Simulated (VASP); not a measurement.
Runs of VASP 6.6.1 on AgCl. The structure is that of space group I-4m2 (No. 119), or close to it. The cells are those of the table. 

```tsv
task	cell	cutoff (eV)	smearing	gap on the mesh (eV)	pressure (GPa)	relaxed volume (Å³/atom)
relaxation of cell and atoms	relaxed from a = 3.631 Å, angles 97.5, 97.5, 137.8°, 2 atoms	600	gaussian 0.1 eV	(a)	0.2	23.96
single point	a = 3.631 Å, angles 97.5, 97.5, 137.8°, 2 atoms	520	gaussian 0.1 eV	0.05	40.0	-
relaxation of cell and atoms	relaxed from a = 4.187 Å, angles 115.5, 115.5, 97.9°, 2 atoms	600	gaussian 0.02 eV	1.29	0.0	(b)
single point	a = 4.187 Å, angles 115.5, 115.5, 97.9°, 2 atoms	520	gaussian 0.1 eV	1.22	0.0	-
```

Alike in all rows: level PBE; potentials or basis VASP PAW PBE potentials, release 64 (Ag, Cl); no spin polarisation; k mesh 8 × 8 × 8.

Task: Estimate the missing entries.

Result: (a) 1.16; (b) 27.71.

Caveats: the volume moved by over 15 % at a fixed basis, so the end points are rough (some runs).

A k mesh can miss the band edges, and the runs leave out spin-orbit coupling on Ag.
